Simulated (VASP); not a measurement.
# MgTiC4N4 (P-43m) in VASP: single point with PBE

Aim: the single point of MgTiC4N4 with PBE.

Everything below comes from runs of VASP 6.6.1. Logs are shortened: lines on timing, memory, paths and dates and some standing lists are left out, and cuts for length are marked.

**1. The cell of the first run**

Symmetry: P-43m, No. 215, cubic system. The conventional cell has a = 6.229 Å, b = 6.229 Å, c = 6.229 Å, α = 90.00°, β = 90.00°, γ = 90.00°. Mg (site symmetry -43m) has 4 C at 2.18 Å within 2.9 Å. Within 2.7 Å of Ti (site symmetry -43m) lie 4 N at 2.04 Å. C (site symmetry 3m) has 1 N at 1.17 Å within 1.6 Å. Within 1.6 Å of N (site symmetry 3m) lie 1 C at 1.17 Å.

**2. Single point, PBE, collinear spin**

The input, INCAR:

```
PREC = Accurate
ENCUT = 840
EDIFF = 1E-6
ISMEAR = 0
SIGMA = 0.1
LREAL = F
LASPH = T
NELM = 200
ALGO = Normal
ISIF = 2
LWAVE = F
LCHARG = F
ISPIN = 2
MAGMOM = 0 1.13 0 0 0 0 0 0 0 0
LORBIT = 11
LMAXMIX = 4
GGA = PE
NBANDS = 44
GGA_COMPAT = F
```

The input, KPOINTS:

```
Automatic mesh
0
Gamma
  2 2 2
```

The input, POSCAR:

```
MgTiC4N4
1.0
    6.2293583189      0.0000000000      0.0000000000
    0.0000000000      6.2293583189      0.0000000000
    0.0000000000      0.0000000000      6.2293583189
Mg Ti C N
1 1 4 4
Direct
    0.0000000000      0.0000000000      0.0000000000
    0.5000000000      0.5000000000      0.5000000000
    0.2020285349      0.2020285349      0.2020285349
    0.2020285349      0.7979714651      0.7979714651
    0.7979714651      0.2020285349      0.7979714651
    0.7979714651      0.7979714651      0.2020285349
    0.3108394851      0.3108394851      0.3108394851
    0.3108394851      0.6891605149      0.6891605149
    0.6891605149      0.3108394851      0.6891605149
    0.6891605149      0.6891605149      0.3108394851
```

Potentials or basis: VASP PAW PBE potentials, release 64 (Mg_sv, Ti_sv, C, N).

Started as:

```bash
cat potpaw_PBE.64/Mg_sv/POTCAR potpaw_PBE.64/Ti_sv/POTCAR potpaw_PBE.64/C/POTCAR potpaw_PBE.64/N/POTCAR > POTCAR
mpirun -np 1 vasp_std > vasp.out
```

OUTCAR:

```text
PREC = Accurate
   ENCUT = 840
   EDIFF = 1E-6
   ISMEAR = 0
   LREAL = F
   LASPH = T
   NELM = 200
   ISIF = 2
   ISPIN = 2
   LORBIT = 11
   GGA = PE

 ion  position               nearest neighbor table
   1  0.000  0.000  0.000-
   2  0.500  0.500  0.500-   7 2.04   8 2.04   9 2.04  10 2.04
   3  0.202  0.202  0.202-   7 1.17
   4  0.202  0.798  0.798-   8 1.17
   5  0.798  0.202  0.798-   9 1.17
   6  0.798  0.798  0.202-  10 1.17
   7  0.311  0.311  0.311-   3 1.17   2 2.04
   8  0.311  0.689  0.689-   4 1.17   2 2.04
   9  0.689  0.311  0.689-   5 1.17   2 2.04
  10  0.689  0.689  0.311-   6 1.17   2 2.04

  LATTYP: Found a simple cubic cell.
 ALAT       =     6.2293583189

  Lattice vectors:

 A1 = (   6.2293583189,   0.0000000000,   0.0000000000)
 A2 = (   0.0000000000,   6.2293583189,   0.0000000000)
 A3 = (   0.0000000000,   0.0000000000,   6.2293583189)

Analysis of symmetry for initial positions (statically):
=====================================================================
 Subroutine PRICEL returns:
 Original cell was already a primitive cell.

 Routine SETGRP: Setting up the symmetry group for a
 simple cubic supercell.

 Subroutine GETGRP returns: Found 24 space group operations
 (whereof 24 operations were pure point group operations)
 out of a pool of 48 trial point group operations.

The static configuration has the point symmetry T_d .

Analysis of symmetry for dynamics (positions and initial velocities):
=====================================================================
 Subroutine PRICEL returns:
 Original cell was already a primitive cell.

 Routine SETGRP: Setting up the symmetry group for a
 simple cubic supercell.

 Subroutine GETGRP returns: Found 24 space group operations
 (whereof 24 operations were pure point group operations)
 out of a pool of 48 trial point group operations.

The dynamic configuration has the point symmetry T_d .

Analysis of structural, dynamic, and magnetic symmetry:
=====================================================================
 Subroutine PRICEL returns:
 Original cell was already a primitive cell.

 Routine SETGRP: Setting up the symmetry group for a
 simple cubic supercell.

 Subroutine GETGRP returns: Found 24 space group operations
[... 142 lines left out ...]
  ---------------------------------------------------
  free energy    TOTEN  =       -79.14937545 eV

  energy without entropy =      -79.14937534  energy(sigma->0) =      -79.14937540

 E-fermi :   0.4269     XC(G=0):  -6.4522

 val. band max:        0.0759873287   @ k =   0.5000   0.0000   0.0000
 cond. band min:       0.7755538248   @ k =   0.0000   0.0000   0.0000
 fundamental gap:      0.6995664961
 Fermi energy:         0.4268596642

 spin component 1

 k-point     1 :       0.0000    0.0000    0.0000
  band No.  band energies     occupation
      1     -75.6831      1.00000
      2     -57.5901      1.00000
      3     -42.4412      1.00000
      4     -42.4412      1.00000
      5     -42.4412      1.00000
      6     -33.9176      1.00000
[... 165 lines left out ...]
     40       3.7351      0.00000
     41       3.7351      0.00000
 Fermi energy:         0.4268596642

 spin component 2

 k-point     1 :       0.0000    0.0000    0.0000
  band No.  band energies     occupation
      1     -75.6840      1.00000
      2     -56.3293      1.00000
      3     -42.4423      1.00000
      4     -42.4423      1.00000
      5     -42.4423      1.00000
      6     -32.6600      1.00000
[... 165 lines left out ...]
     40       4.2724      0.00000
     41       4.2724      0.00000
 [bands above 41 left out]

------------------------ aborting loop because EDIFF is reached ----------------------------------------

  FORCE on cell =-STRESS in cart. coord.  units (eV):
  Direction    XX          YY          ZZ          XY          YZ          ZX
  --------------------------------------------------------------------------------------
  -------------------------------------------------------------------------------------
  Total        0.5633939      0.5633939      0.5633939      0.0000000      0.0000000      0.0000000
  in kB        3.7341588      3.7341588      3.7341588      0.0000000      0.0000000      0.0000000
  external PRESSURE =       3.7341588 kB  Pullay stress =       0.0000000 kB

 VOLUME and BASIS-vectors are now :
 -----------------------------------------------------------------------------
  energy-cutoff  :      840.00
  volume of cell :      241.73
      direct lattice vectors                 reciprocal lattice vectors
     6.229358319  0.000000000  0.000000000     0.160530178  0.000000000  0.000000000
     0.000000000  6.229358319  0.000000000     0.000000000  0.160530178  0.000000000
     0.000000000  0.000000000  6.229358319     0.000000000  0.000000000  0.160530178

 POSITION                                       TOTAL-FORCE (eV/Angst)
 -----------------------------------------------------------------------------------
      0.00000      0.00000      0.00000         0.000000     -0.000000      0.000000
      3.11468      3.11468      3.11468         0.000000     -0.000000      0.000000
      1.25851      1.25851      1.25851        -0.187447     -0.187447     -0.187447
      1.25851      4.97085      4.97085        -0.187447      0.187447      0.187447
      4.97085      1.25851      4.97085         0.187447     -0.187447      0.187447
      4.97085      4.97085      1.25851         0.187447      0.187447     -0.187447
      1.93633      1.93633      1.93633         0.177235      0.177235      0.177235
      1.93633      4.29303      4.29303         0.177235     -0.177235     -0.177235
      4.29303      1.93633      4.29303        -0.177235      0.177235     -0.177235
      4.29303      4.29303      1.93633        -0.177235     -0.177235      0.177235
 -----------------------------------------------------------------------------------
    total drift:                               -0.000000     -0.000000     -0.000000

  FREE ENERGIE OF THE ION-ELECTRON SYSTEM (eV)
  ---------------------------------------------------
  free  energy   TOTEN  =       -79.1493754541 eV

  energy  without entropy=      -79.1493753430  energy(sigma->0) =      -79.14937540

 total charge

# of ion       s       p       d       tot
------------------------------------------
    1        2.078   6.004   0.022   8.104
    2        2.164   6.127   1.978  10.270
    3        0.968   1.601   0.000   2.569
    4        0.968   1.601   0.000   2.569
    5        0.968   1.601   0.000   2.569
    6        0.968   1.601   0.000   2.569
    7        1.303   2.580   0.000   3.883
    8        1.303   2.580   0.000   3.883
    9        1.303   2.580   0.000   3.883
   10        1.303   2.580   0.000   3.883
--------------------------------------------------
tot         13.325  28.857   2.000  44.182

 magnetization (x)

# of ion       s       p       d       tot
------------------------------------------
    1       -0.001  -0.000   0.001  -0.001
    2        0.009   0.008   1.313   1.330
    3        0.003   0.065   0.000   0.069
    4        0.003   0.065   0.000   0.069
    5        0.003   0.065   0.000   0.069
    6        0.003   0.065   0.000   0.069
    7       -0.004  -0.032   0.000  -0.037
    8       -0.004  -0.032   0.000  -0.037
    9       -0.004  -0.032   0.000  -0.037
   10       -0.004  -0.032   0.000  -0.037
--------------------------------------------------
tot          0.004   0.139   1.314   1.457
```

OSZICAR:

```text
N       E                     dE             d eps       ncg     rms          rms(c)
DAV:   1     0.635015881772E+03    0.63502E+03   -0.34295E+04   728   0.170E+03
DAV:   2    -0.881418277355E+01   -0.64383E+03   -0.61796E+03   836   0.418E+02
DAV:   3    -0.862918456540E+02   -0.77478E+02   -0.76421E+02  1008   0.146E+02
DAV:   4    -0.911275163277E+02   -0.48357E+01   -0.47733E+01  1052   0.330E+01
DAV:   5    -0.914334210083E+02   -0.30590E+00   -0.30552E+00   992   0.547E+00    0.234E+01
DAV:   6    -0.805587652446E+02    0.10875E+02   -0.35231E+01  1012   0.392E+01    0.150E+01
DAV:   7    -0.792775281883E+02    0.12812E+01   -0.99815E+00   908   0.235E+01    0.776E+00
DAV:   8    -0.791024903197E+02    0.17504E+00   -0.14455E+00   928   0.541E+00    0.348E+00
DAV:   9    -0.791364802905E+02   -0.33990E-01   -0.21388E-01   880   0.260E+00    0.141E+00
DAV:  10    -0.791413589804E+02   -0.48787E-02   -0.44202E-02   888   0.150E+00    0.597E-01
DAV:  11    -0.791470787181E+02   -0.57197E-02   -0.72386E-03   892   0.489E-01    0.272E-01
DAV:  12    -0.791484591270E+02   -0.13804E-02   -0.11500E-03   896   0.223E-01    0.136E-01
DAV:  13    -0.791491082660E+02   -0.64914E-03   -0.41586E-04   828   0.123E-01    0.675E-02
DAV:  14    -0.791493556130E+02   -0.24735E-03   -0.22291E-04   756   0.869E-02    0.218E-02
DAV:  15    -0.791493678378E+02   -0.12225E-04   -0.12356E-05   940   0.193E-02    0.111E-02
DAV:  16    -0.791493735971E+02   -0.57594E-05   -0.34653E-06   760   0.132E-02    0.403E-03
DAV:  17    -0.791493753520E+02   -0.17548E-05   -0.20528E-06   652   0.917E-03    0.123E-03
DAV:  18    -0.791493754541E+02   -0.10214E-06   -0.13774E-07   616   0.288E-03
   1 F= -.79149375E+02 E0= -.79149375E+02  d E =-.111135E-06  mag=     2.0001
```

Run time: 2.7 min. Hardware: 1 thread of Intel Xeon Platinum 8488C (Sapphire Rapids), shared host; peak memory 0.72 GiB.

What came out:

```yaml
Free_energy: -79.1494 eV
Pressure: 0.4 GPa
Largest_force: 0.325 eV/Å
Band_gap_on_the_k_mesh: 0.70 eV (least direct gap 0.90 eV)
Net_moment: 2.00 μB per cell
Site_moments: Mg -0.00; Ti +1.33; C +0.07; N -0.04 μB
Valence_electrons_inside_the_program's_atomic_spheres: Mg 8.10; Ti 10.27; C 2.57; N 3.88
```

Forces in eV/Å, atoms in the order of the input:
```
Mg   0.000  0.000  0.000
Ti   0.000  0.000  0.000
C   -0.187 -0.187 -0.187
C   -0.187  0.187  0.187
C    0.187 -0.187  0.187
C    0.187  0.187 -0.187
N    0.177  0.177  0.177
N    0.177 -0.177 -0.177
N   -0.177  0.177 -0.177
N   -0.177 -0.177  0.177
```

Levels at points of the mesh, in eV from the valence-band top:
Spin up:
| k point | band 27 | band 28 | band 29 | band 30 | band 31 | band 32 | band 33 | band 34 |
| --- | --- | --- | --- | --- | --- | --- | --- | --- |
| (0.00, 0.00, 0.00) | -4.74 | -4.74 | -0.20 | -0.20 | 0.70 | 0.70 | 0.70 | 3.25 |
| (0.50, 0.00, 0.00) | -4.74 | -4.74 | -0.23 | 0.00 | 1.03 | 1.08 | 1.08 | 2.56 |
| (0.50, 0.50, 0.00) | -4.73 | -4.73 | -0.19 | -0.02 | 0.99 | 1.32 | 1.32 | 2.34 |
| (0.50, 0.50, 0.50) | -4.80 | -4.80 | -0.16 | -0.16 | 1.04 | 1.04 | 1.04 | 3.10 |
Spin down:
```tsv
k point	band 24	band 25	band 26	band 27	band 28	band 29	band 30	band 31	band 32	band 33
(0.00, 0.00, 0.00)	-4.90	-4.90	-4.65	-4.65	-4.65	1.05	1.05	1.05	1.07	1.07
(0.50, 0.00, 0.00)	-4.98	-4.98	-4.76	-4.65	-4.65	0.97	1.45	1.47	1.47	1.49
(0.50, 0.50, 0.00)	-5.00	-4.86	-4.80	-4.64	-4.64	1.05	1.39	1.44	1.80	1.80
(0.50, 0.50, 0.50)	-4.81	-4.81	-4.70	-4.70	-4.70	1.14	1.14	1.44	1.44	1.44
```

Caveat: the k points lie up to 0.50 Å⁻¹ apart.
